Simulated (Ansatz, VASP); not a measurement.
# SrO: VASP beside Ansatz

```
CELL_PARAMETERS angstrom
0.00000 2.53559 2.53559
2.53559 0.00000 2.53559
2.53559 2.53559 0.00000
ATOMIC_POSITIONS crystal
Sr 0.00000 0.00000 0.00000
O 0.50000 0.50000 0.50000
```

Change from the starting cell: strained cell.

Alike in both runs: task relaxation of the atoms; functional PBEsol; k mesh 6 × 6 × 6; occupations gaussian, width 0.02 eV; no spin polarisation.

|  | VASP | Ansatz |
| --- | --- | --- |
| version | VASP 6.6.1 | Ansatz 0.2.0 |
| potentials or method | VASP PAW PBE potentials, release 64 (Sr_sv, O), cutoff 520 eV | scalar-relativistic, plane waves, PAW |
| valence electrons in the cell | 16 | 16 |

VASP gave:

| Quantity | Value |
| --- | --- |
| gap on the k mesh at the Fermi level, each at its own relaxed structure (eV) | 3.12 |

**Question.** What did Ansatz give for the same quantities?

**Answer.** gap on the k mesh at the Fermi level, each at its own relaxed structure (eV): 3.17.

VASP's potentials were made for PBE, not for PBEsol. Ansatz's warnings: stress scf threshold loose.

Noted on VASP's run: the relaxation stopped at its first step, so nothing moved.
